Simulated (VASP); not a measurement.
# BeZn4O (P6/mmm) in VASP: further runs

BeZn4O is run at these levels: PBE; tasks: single point.

Everything below comes from runs of VASP 6.6.1. Logs are shortened: lines on timing, memory, paths and dates and some standing lists are left out, and cuts for length are marked.

### Step 1. The cell of the first run

The structure is hexagonal, space group P6/mmm (No. 191). The conventional cell has a = 4.500 Å, b = 4.500 Å, c = 4.692 Å, α = 90.00°, β = 90.00°, γ = 120.00°. Within 3.1 Å of Be (site symmetry 6/mmm) lie 2 O at 2.35 Å and 12 Zn at 2.85 Å. Zn (site symmetry 3m) has 5 Zn at 2.34 to 2.60 Å and 3 Be at 2.85 Å and 3 O at 2.85 Å within 3.1 Å. Within 3.1 Å of O (site symmetry 6/mmm) lie 2 Be at 2.35 Å and 12 Zn at 2.85 Å.

### Step 2. Single point, PBE

The input, INCAR:

```
SYSTEM = BeZn4O
PREC     = Accurate       ! precision mode
ENCUT    = 600            ! plane-wave cutoff, eV
EDIFF    = 1E-6           ! SCF threshold, eV
ISMEAR   = 0              ! smearing method
SIGMA    = 0.2            ! smearing width, eV
LREAL    = .FALSE.        ! projectors in reciprocal space
LASPH    = .TRUE.         ! aspherical terms in the spheres
NELM     = 120            ! most SCF steps
ALGO     = Normal         ! electronic algorithm
ISIF     = 2              ! what is computed and relaxed
LWAVE    = .FALSE.        ! write WAVECAR
LCHARG   = .FALSE.        ! write CHGCAR
GGA      = PE             ! functional
NBANDS   = 37             ! bands
GGA_COMPAT= .FALSE.
```

The input, KPOINTS:

```
Automatic mesh
0
G
  4 4 4
  0 0 0
```

The input, POSCAR:

```
BeZn4O
1.0
    4.5002850670      0.0000000000      0.0000000000
   -2.2501425335      3.8973611923      0.0000000000
    0.0000000000      0.0000000000      4.6920765958
Be Zn O
1 4 1
Direct
    0.0000000000      0.0000000000      0.5000000000
    0.3333333333      0.6666666667      0.7496307075
    0.3333333333      0.6666666667      0.2503692925
    0.6666666667      0.3333333333      0.2503692925
    0.6666666667      0.3333333333      0.7496307075
    0.0000000000      0.0000000000      0.0000000000
```

Potentials or basis: VASP PAW PBE potentials, release 64 (Be, Zn, O).

Launch:

```bash
$ cat potpaw_PBE.64/Be/POTCAR potpaw_PBE.64/Zn/POTCAR potpaw_PBE.64/O/POTCAR > POTCAR
$ mpirun -np 1 vasp_std > vasp.out
```

OUTCAR:

```text
SYSTEM = BeZn4O
   PREC = Accurate
   ENCUT = 600
   EDIFF = 1E-6
   ISMEAR = 0
   LREAL = .FALSE.
   LASPH = .TRUE.
   NELM = 120
   ISIF = 2
   GGA = PE

 ion  position               nearest neighbor table
   1  0.000  0.000  0.500-
   2  0.333  0.667  0.750-   3 2.34   3 2.35   5 2.60   5 2.60   5 2.60
   3  0.333  0.667  0.250-   2 2.34   2 2.35   4 2.60   4 2.60   4 2.60
   4  0.667  0.333  0.250-   5 2.34   5 2.35   3 2.60   3 2.60   3 2.60
   5  0.667  0.333  0.750-   4 2.34   4 2.35   2 2.60   2 2.60   2 2.60
   6  0.000  0.000  0.000-

  LATTYP: Found a hexagonal cell.
 ALAT       =     4.5002850670
 C/A-ratio  =     1.0426176400

  Lattice vectors:

 A1 = (   4.5002850670,   0.0000000000,   0.0000000000)
 A2 = (  -2.2501425335,   3.8973611923,   0.0000000000)
 A3 = (   0.0000000000,   0.0000000000,   4.6920765958)

Analysis of symmetry for initial positions (statically):
=====================================================================
 Subroutine PRICEL returns:
 Original cell was already a primitive cell.

 Routine SETGRP: Setting up the symmetry group for a
 hexagonal supercell.

 Subroutine GETGRP returns: Found 24 space group operations
 (whereof 24 operations were pure point group operations)
 out of a pool of 24 trial point group operations.

The static configuration has the point symmetry D_6h.

Analysis of symmetry for dynamics (positions and initial velocities):
=====================================================================
 Subroutine PRICEL returns:
 Original cell was already a primitive cell.

 Routine SETGRP: Setting up the symmetry group for a
 hexagonal supercell.

 Subroutine GETGRP returns: Found 24 space group operations
 (whereof 24 operations were pure point group operations)
 out of a pool of 24 trial point group operations.

The dynamic configuration has the point symmetry D_6h.

 Subroutine INISYM returns: Found 24 space group operations
 (whereof 24 operations are pure point group operations),
 and found     1 'primitive' translations

[... 83 lines left out ...]
   ISPIN  =      1    spin polarized calculation?
   LNONCOLLINEAR =      F non collinear calculations
   LSORBIT =      F    spin-orbit coupling
   LASPH  =      T    aspherical Exc in radial PAW
   ENCUT  =  600.0 eV  44.10 Ry    6.64 a.u.   8.99  8.99  9.37*2*pi/ulx,y,z
   NELM   =    120;   NELMIN=  2; NELMDL= -5     # of ELM steps
   EDIFF  = 0.1E-05   stopping-criterion for ELM
   LREAL  =      F    real-space projection
   EDIFFG = 0.1E-04   stopping-criterion for IOM
   NSW    =      0    number of steps for IOM
   IBRION =     -1    ionic relax: 0-MD 1-quasi-New 2-CG
   NFREE  =      0    steps in history (QN), initial steepest desc. (CG)
   ISIF   =      2    stress and relaxation
   ISYM   =      2    0-nonsym 1-usesym 2-fastsym
   POTIM  = 0.5000    time-step for ionic-motion
   TEBEG  =    0.0;   TEEND  =   0.0 temperature during run
   PSTRESS=    0.0 pullay stress
   NELECT =      56.0000    total number of electrons
   NUPDOWN=      -1.0000    fix difference up-down
   EMIN   =  10.00;   EMAX   =-10.00  energy-range for DOS
   EFERMI =   0.00;   METHOD = LEGACY
   ISMEAR =     0;   SIGMA  =   0.20  broadening in eV -4-tet -1-fermi 0-gaus
   EFERMI_NEDOS =   21; number of points for ismear=-14 and -15
   IALGO  =     38    algorithm
   IMIX   =      4    mixing-type and parameters
     AMIX     =   0.40;   BMIX     =  1.00
     AMIX_MAG =   1.60;   BMIX_MAG =  1.00
  volume/ion in A,a.u.               =      13.72        92.56
  Fermi-wavevector in a.u.,A,eV,Ry     =   1.439944  2.721099 28.210844  2.073439
  Thomas-Fermi vector in A             =   2.558743
   LORBIT       =      0    0 simple, 1 ext, 2 COOP (PROOUT), +10 PAW based schemes
   GGA     = PE    functional components
   LHFCALC =     F    Hartree Fock is set to
   AEXX    =    0.0000 exact exchange contribution
   IVDW    =     0    specifies the selected vdW correction
   LEPSILON=     F    determine dielectric tensor
   LRPA    =     F    only Hartree local field effects (RPA)
 non-spin polarized calculation
 Gauss-broadening in eV      SIGMA  =   0.20
  energy-cutoff  :      600.00
  volume of cell :       82.30
 maximum number of plane-waves:      2765
 NGX is ok and might be reduce to    36

 number of electron      55.9999996 magnetization

 Free energy of the ion-electron system (eV)
  ---------------------------------------------------
  ext. energy  EPLUGINS =         0.00000000
  ---------------------------------------------------
  free energy    TOTEN  =       -10.86876015 eV

  energy without entropy =      -10.79098883  energy(sigma->0) =      -10.82987449

 E-fermi :   2.9521     XC(G=0): -11.0982

 val. band max:        2.9167070453   @ k =   0.2500   0.0000   0.2500
 cond. band min:       3.0792906620   @ k =   0.5000   0.0000   0.0000
 fundamental gap:      0.1625836168
 Fermi energy:         2.9521322108

 k-point     1 :       0.0000    0.0000    0.0000
  band No.  band energies     occupation
      1     -14.0035      2.00000
      2      -6.2488      2.00000
      3      -5.5788      2.00000
      4      -5.3138      2.00000
      5      -5.2791      2.00000
      6      -5.2791      2.00000
[... 469 lines left out ...]
     36      11.3235      0.00000
     37      11.7389      0.00000

------------------------ aborting loop because EDIFF is reached ----------------------------------------

  FORCE on cell =-STRESS in cart. coord.  units (eV):
  Direction    XX          YY          ZZ          XY          YZ          ZX
  --------------------------------------------------------------------------------------
  -------------------------------------------------------------------------------------
  Total       -0.0492436     -0.0492436      0.3787438      0.0000000      0.0000000      0.0000000
  in kB       -0.9587032     -0.9587032      7.3736133      0.0000000      0.0000000      0.0000000
  external PRESSURE =       1.8187357 kB  Pullay stress =       0.0000000 kB

 VOLUME and BASIS-vectors are now :
 -----------------------------------------------------------------------------
  energy-cutoff  :      600.00
  volume of cell :       82.30
      direct lattice vectors                 reciprocal lattice vectors
     4.500285067  0.000000000  0.000000000     0.222208146  0.128291933  0.000000000
    -2.250142534  3.897361192  0.000000000     0.000000000  0.256583866  0.000000000
     0.000000000  0.000000000  4.692076596     0.000000000  0.000000000  0.213125251

 POSITION                                       TOTAL-FORCE (eV/Angst)
 -----------------------------------------------------------------------------------
      0.00000      0.00000      2.34604        -0.000000      0.000000      0.000000
     -0.00000      2.59824      3.51732         0.000000     -0.000000      0.010509
     -0.00000      2.59824      1.17475         0.000000     -0.000000     -0.010509
      2.25014      1.29912      1.17475        -0.000000      0.000000     -0.010509
      2.25014      1.29912      3.51732        -0.000000      0.000000      0.010509
      0.00000      0.00000      0.00000        -0.000000      0.000000      0.000000
 -----------------------------------------------------------------------------------
    total drift:                                0.000000      0.000000      0.000000

  FREE ENERGIE OF THE ION-ELECTRON SYSTEM (eV)
  ---------------------------------------------------
  free  energy   TOTEN  =       -10.8687601512 eV

  energy  without entropy=      -10.7909888340  energy(sigma->0) =      -10.82987449
```

OSZICAR:

```text
N       E                     dE             d eps       ncg     rms          rms(c)
DAV:   1     0.408782582578E+03    0.40878E+03   -0.28681E+04   888   0.242E+03
DAV:   2     0.313300935677E+02   -0.37745E+03   -0.36408E+03   888   0.461E+02
DAV:   3    -0.126584992360E+02   -0.43989E+02   -0.42565E+02   982   0.144E+02
DAV:   4    -0.144356324553E+02   -0.17771E+01   -0.17661E+01   981   0.269E+01
DAV:   5    -0.144453417687E+02   -0.97093E-02   -0.97079E-02   943   0.185E+00    0.114E+01
DAV:   6    -0.133497882774E+02    0.10956E+01   -0.26825E+01  1339   0.714E+01    0.169E+01
DAV:   7    -0.111526227453E+02    0.21972E+01   -0.27956E+01  1129   0.170E+01    0.429E+00
DAV:   8    -0.109207271796E+02    0.23190E+00   -0.12321E+00   938   0.540E+00    0.227E+00
DAV:   9    -0.109317818243E+02   -0.11055E-01   -0.75594E-01  1163   0.319E+00    0.227E+00
DAV:  10    -0.108735123164E+02    0.58270E-01   -0.18096E-01  1046   0.166E+00    0.701E-01
DAV:  11    -0.108688985696E+02    0.46137E-02   -0.54586E-02   958   0.807E-01    0.190E-01
DAV:  12    -0.108688342806E+02    0.64289E-04   -0.35388E-03   948   0.323E-01    0.108E-01
DAV:  13    -0.108687788031E+02    0.55477E-04   -0.11705E-03   938   0.120E-01    0.461E-02
DAV:  14    -0.108687642479E+02    0.14555E-04   -0.13957E-04  1080   0.548E-02    0.142E-02
DAV:  15    -0.108687602088E+02    0.40390E-05   -0.25304E-05   965   0.237E-02    0.375E-03
DAV:  16    -0.108687601512E+02    0.57595E-07   -0.24539E-06   682   0.870E-03
   1 F= -.10868760E+02 E0= -.10829874E+02  d E =-.777713E-01
```

stdout:

```text
POSCAR found type information on POSCAR BeZnO
 POSCAR found :  3 types and       6 ions
 scaLAPACK will be used
 LDA part: xc-table for (Slater+PW92), standard interpolation
 POSCAR, INCAR and KPOINTS ok, starting setup
 FFT: planning ... GRIDC
 FFT: planning ... GRID_SOFT
 FFT: planning ... GRID
 WAVECAR not read
 entering main loop
```

Wall time 33 s (1 thread of AMD EPYC 9R45 (Zen 5), shared host); peak memory 0.19 GiB.

Results:

| Property | Result |
| --- | --- |
| Free energy | -10.8688 eV |
| Pressure | 0.2 GPa |
| Largest force | 0.011 eV/Å |
| Band gap on the k mesh | zero (band 28 reaches 4.27 eV, above the bottom of band 29 at 2.75 eV) |

Forces in eV/Å, atoms in the order of the input:
```
Be   0.000  0.000  0.000
Zn   0.000  0.000  0.011
Zn   0.000  0.000 -0.011
Zn   0.000  0.000 -0.011
Zn   0.000  0.000  0.011
O    0.000  0.000  0.000
```

Stress tensor (GPa, compression positive):
```
-0.10  0.00  0.00
 0.00 -0.10  0.00
 0.00  0.00  0.74
```

Levels at points of the mesh, in eV from the Fermi level:
```csv
k point,band 23,band 24,band 25,band 26,band 27,band 28,band 29,band 30,band 31,band 32
"(0.00, 0.00, 0.00)",-3.95,-2.53,-2.53,-2.37,0.17,0.17,0.62,0.77,1.95,1.95
"(0.50, 0.00, 0.00)",-5.55,-3.89,-3.75,-2.33,-0.36,0.13,0.55,0.86,1.68,2.51
"(0.00, 0.00, 0.50)",-6.14,-2.31,-2.31,-2.30,1.32,1.32,1.51,1.96,1.96,1.97
"(0.50, 0.00, 0.50)",-5.77,-5.62,-3.04,-2.92,-2.00,-1.06,-0.11,1.65,3.07,3.17
```

Caveat: the k points lie up to 0.40 Å⁻¹ apart.

### Step 3. Single point, PBE

This run uses another cell than the first one, of the same volume but with other edges.

The input, INCAR:

```
SYSTEM = BeZn4O
PREC = Accurate
ENCUT = 600
EDIFF = 1E-6
ISMEAR = 0
SIGMA = 0.2
LREAL = .FALSE.
LASPH = .TRUE.
NELM = 120
ALGO = Normal
ISIF = 2
LWAVE = .FALSE.
LCHARG = .FALSE.
GGA = PE
NBANDS = 37
GGA_COMPAT = .FALSE.
```

The input, KPOINTS:

```
Automatic mesh
0
G
  6 6 3
  0 0 0
```

The input, POSCAR:

```
BeZn4O
1.0
    4.2361969708      0.0000000000      0.0000000000
   -2.1180984854      3.6686541922      0.0000000000
    0.0000000000      0.0000000000      5.2987761406
Be Zn O
1 4 1
Direct
    0.0000000000      0.0000000000      0.0000000000
    0.3333333333      0.6666666667      0.7592452618
    0.3333333333      0.6666666667      0.2407547382
    0.6666666667      0.3333333333      0.7592452618
    0.6666666667      0.3333333333      0.2407547382
    0.0000000000      0.0000000000      0.5000000000
```

Potentials or basis: VASP PAW PBE potentials, release 64 (Be, Zn, O).

Launch:

```bash
$ cat potpaw_PBE.64/Be/POTCAR potpaw_PBE.64/Zn/POTCAR potpaw_PBE.64/O/POTCAR > POTCAR
$ mpirun -np 1 vasp_std > vasp.out
```

Run time: 31 s. Hardware: 1 thread of AMD EPYC 9R45 (Zen 5), shared host; peak memory 0.2 GiB.

It converged, with:

```
Free energy            : -10.9531 eV
Pressure               : 0.3 GPa
Largest force          : 0.031 eV/Å
Band gap on the k mesh : zero (band 28 reaches 4.77 eV, above the bottom of band 29 at 2.40 eV)
```

Forces in eV/Å, atoms in the order of the input:
```
Be   0.000  0.000  0.000
Zn   0.000  0.000  0.031
Zn   0.000  0.000 -0.031
Zn   0.000  0.000  0.031
Zn   0.000  0.000 -0.031
O    0.000  0.000  0.000
```

Stress tensor (GPa, compression positive):
```
0.36 0.00 0.00
0.00 0.36 0.00
0.00 0.00 0.24
```

Levels at points of the mesh, in eV from the Fermi level:
| k point | band 24 | band 25 | band 26 | band 27 | band 28 | band 29 | band 30 | band 31 | band 32 | band 33 |
| --- | --- | --- | --- | --- | --- | --- | --- | --- | --- | --- |
| (0.00, 0.00, 0.00) | -2.53 | -2.36 | -2.36 | -0.17 | 1.28 | 1.28 | 2.12 | 2.12 | 2.60 | 4.69 |
| (0.50, 0.00, 0.00) | -3.73 | -3.54 | -2.91 | -1.22 | 0.02 | 0.27 | 1.21 | 1.49 | 2.11 | 3.15 |

Caveat: the k points lie up to 0.40 Å⁻¹ apart.
